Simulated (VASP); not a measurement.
Input of a VASP 6.6.1 run:

Contents of INCAR:

```
SYSTEM = SiC
PREC     = Accurate       ! precision mode
ENCUT    = 600            ! plane-wave cutoff, eV
EDIFF    = 1E-6           ! SCF threshold, eV
ISMEAR   = 0              ! smearing method
SIGMA    = 0.02           ! smearing width, eV
LREAL    = .False.        ! projectors in reciprocal space
LASPH    = .True.         ! aspherical terms in the spheres
NELM     = 120            ! most SCF steps
ALGO     = Normal         ! electronic algorithm
ISIF     = 2              ! what is computed and relaxed
LWAVE    = .False.        ! write WAVECAR
LCHARG   = .True.         ! write CHGCAR
GGA      = PE             ! functional
LELF     = .True.         ! ELF
LVHAR    = .True.       
NBANDS   = 11             ! bands
GGA_COMPAT= .False.
```

Contents of KPOINTS:

```
regular mesh
0
Gamma
  10 10 10
  0 0 0
```

File POSCAR:

```
SiC
1.0
    0.0000000000      2.2605567678      2.2605567678
    2.2605567678      0.0000000000      2.2605567678
    2.2605567678      2.2605567678      0.0000000000
Si C
1 1
Direct
    0.0000000000      0.0000000000      0.0000000000
    0.2500000000      0.2500000000      0.2500000000
```

Potentials or basis: VASP PAW PBE potentials, release 64 (Si, C).

The run is started by

```console
$ cat potpaw_PBE.64/Si/POTCAR potpaw_PBE.64/C/POTCAR > POTCAR
$ mpirun -np 1 vasp_std > vasp.out
```

Question: What does it give for the band gap on the k mesh?

Answer: 1.45 eV (least direct gap 4.42 eV).

Question: What does it give for the pressure?

Answer: -16.9 GPa.

Caveat: the cell stands under tension. A k mesh can miss the band edges.
